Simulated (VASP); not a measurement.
A run of VASP 6.6.1:

File INCAR:

```
PREC     = Accurate       # precision mode
ENCUT    = 520            # plane-wave cutoff, eV
EDIFF    = 1E-6           # SCF threshold, eV
ISMEAR   = 0              # smearing method
SIGMA    = 0.1            # smearing width, eV
LREAL    = False          # projectors in reciprocal space
LASPH    = True           # aspherical terms in the spheres
NELM     = 80             # most SCF steps
ALGO     = Fast           # electronic algorithm
ISIF     = 2              # what is computed and relaxed
LWAVE    = False          # write WAVECAR
LCHARG   = False          # write CHGCAR
GGA      = PS             # functional
NBANDS   = 9              # bands
```

KPOINTS

```
Automatic mesh
0
Gamma
  12 12 6
```

POSCAR

```
Be
1.0
    1.9685479459      0.0000000000      0.0000000000
   -0.9842739729      1.7048125297      0.0000000000
    0.0000000000      0.0000000000      3.1389202996
Be
2
Direct
    0.3333333333      0.6666666667      0.2500000000
    0.6666666667      0.3333333333      0.7500000000
```

Potentials or basis: VASP PAW PBE potentials, release 64 (Be).

Launch:

```console
$ cat potpaw_PBE.64/Be/POTCAR > POTCAR
$ mpirun -np 1 vasp_std > vasp.out
```

Hardware: 1 thread of AMD EPYC 7571, on a shared host.

Q: Estimate the wall time of this run.

A: Run time: 13 s on 1 thread of AMD EPYC 7571, with other jobs on the host, peak memory 0.09 GiB. Counts: scf iterations 10, k points 76.
